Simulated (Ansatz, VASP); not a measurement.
**CoCu3H6Cl2O6: VASP beside Ansatz**

INCAR

```
SYSTEM = CoCu3H6Cl2O6
ALGO = Normal
EDIFF = 1E-6
ENCUT = 520
GGA = PE
ISIF = 2
ISMEAR = 0
ISPIN = 2
LASPH = .True.
LCHARG = .True.
LDAU = .True.
LDAUJ = 0 0 0 0 0
LDAUL = 2 2 -1 -1 -1
LDAUPRINT = 1
LDAUTYPE = 2
LDAUU = 3.3 4 0 0 0
LELF = .True.
LMAXMIX = 4
LORBIT = 11
LREAL = Auto
LVHAR = .True.
LWAVE = .False.
MAGMOM = 3 -1 -1 -1 0 0 0 0 0 0 0 0 0 0 0 0 0 0
NBANDS = 68
NELM = 150
PREC = Accurate
SIGMA = 0.05
```

KPOINTS

```
k-points
0
Gamma
  3 3 3
  0 0 0
```

The input POSCAR:

```
CoCu3H6Cl2O6
1.0
    3.4834439778      2.0079463384      4.7090939349
   -3.4667487341      2.0015283132      4.6996702678
    0.0027894490     -4.0207241491      4.7090939328
Co Cu H Cl O
1 3 6 2 6
Direct
    1.0000000000      0.0000000000      0.0000000000
    0.5000000000      1.0000000000      0.0000000000
    0.0000000000      0.5000000000      0.0000000000
    0.0000000000      0.0000000000      0.5000000000
    0.2775874854      0.2783065077      0.6740646232
    0.6740646232      0.2783065077      0.2775874854
    0.2789138489      0.6756328750      0.2789138489
    0.3259353768      0.7216934923      0.7224125146
    0.7224125146      0.7216934923      0.3259353768
    0.7210861511      0.3243671250      0.7210861511
    0.3124340730      0.3147892235      0.3124340730
    0.6875659270      0.6852107765      0.6875659270
    0.2320529267      0.2315701280      0.8521284558
    0.8521284558      0.2315701280      0.2320529267
    0.2329684703      0.8542499354      0.2329684703
    0.1478715442      0.7684298720      0.7679470733
    0.7679470733      0.7684298720      0.1478715442
    0.7670315297      0.1457500646      0.7670315297
```

Input for Ansatz:

```yaml
crystal:
  lattice:
    - [3.4834439778, 2.0079463384, 4.7090939349]
    - [-3.4667487341, 2.0015283132, 4.6996702678]
    - [0.002789449, -4.0207241491, 4.7090939328]
  atoms:
    - { symbol: Co, position: [1.0, 0.0, 0.0], spin: 3.0 }
    - { symbol: Cu, position: [0.5, 1.0, 0.0], spin: -1.0 }
    - { symbol: Cu, position: [0.0, 0.5, 0.0], spin: -1.0 }
    - { symbol: Cu, position: [0.0, 0.0, 0.5], spin: -1.0 }
    - { symbol: H, position: [0.2775874854, 0.2783065077, 0.6740646232] }
    - { symbol: H, position: [0.6740646232, 0.2783065077, 0.2775874854] }
    - { symbol: H, position: [0.2789138489, 0.675632875, 0.2789138489] }
    - { symbol: H, position: [0.3259353768, 0.7216934923, 0.7224125146] }
    - { symbol: H, position: [0.7224125146, 0.7216934923, 0.3259353768] }
    - { symbol: H, position: [0.7210861511, 0.324367125, 0.7210861511] }
    - { symbol: Cl, position: [0.312434073, 0.3147892235, 0.312434073] }
    - { symbol: Cl, position: [0.687565927, 0.6852107765, 0.687565927] }
    - { symbol: O, position: [0.2320529267, 0.231570128, 0.8521284558] }
    - { symbol: O, position: [0.8521284558, 0.231570128, 0.2320529267] }
    - { symbol: O, position: [0.2329684703, 0.8542499354, 0.2329684703] }
    - { symbol: O, position: [0.1478715442, 0.768429872, 0.7679470733] }
    - { symbol: O, position: [0.7679470733, 0.768429872, 0.1478715442] }
    - { symbol: O, position: [0.7670315297, 0.1457500646, 0.7670315297] }
basis:
  ecutwfc: 420
  ecutrho_ratio: 4
kpoints:
  mp_grid: { grid: [3, 3, 3] }
hamiltonian:
  xc: pbe
  hubbard:
    sites:
      - { species: Co, l: d, u_eff: 3.3 }
      - { species: Cu, l: d, u_eff: 4.0 }
scf:
  occupations: { method: gaussian, width: 0.05 }
output:
  forces: true
  stress: true
  eigenvalues: true
  populations: true
  hubbard: { sites: [{ species: Co, l: d }, { species: Cu, l: d }] }
magnetization:
  spin_polarized: true
```

Alike in both runs: task single point; functional PBE; k mesh 3 × 3 × 3; occupations gaussian, width 0.05 eV; collinear spin; Hubbard terms Co d U = 3.3 eV, Cu d U = 4.0 eV.

```csv
,VASP,Ansatz
version,VASP 6.6.1,Ansatz 0.2.0
potentials or method,"VASP PAW PBE potentials, release 64 (Co, Cu, H, Cl, O), cutoff 520 eV","scalar-relativistic, plane waves, PAW"
valence electrons in the cell,98,130
```

VASP gave:

```
gap on the k mesh at the Fermi level (eV)                     : 1.28
least direct gap on the mesh (eV)                             : 1.42
pressure (GPa)                                                : -1.0
traceless stress, the component that is largest in VASP (GPa) : 0.08
rms of the force components (eV/Å)                            : 0.084
net moment per atom (μB)                                      : 0.00
size of the moment on the site where the two differ most (μB) : 2.73
```

Q: Estimate Ansatz's values.

A: gap on the k mesh at the Fermi level (eV): 0.93; least direct gap on the mesh (eV): 1.07; pressure (GPa): 0.1; traceless stress, the component that is largest in VASP (GPa): 0.06; rms of the force components (eV/Å): 0.047; net moment per atom (μB): 0.00; size of the moment on the site where the two differ most (μB): 2.59.

Site moments also hang on the region over which each program counts them. The programs project onto different local orbitals, so the same U acts differently, and such runs can settle in different states. Atom by atom the forces differ by 0.062 eV/Å (rms over components). VASP's potentials hold 98 valence electrons a cell and Ansatz's 130, so a difference there can come from the potentials and not from the codes. Ansatz's warnings: stability check not made.
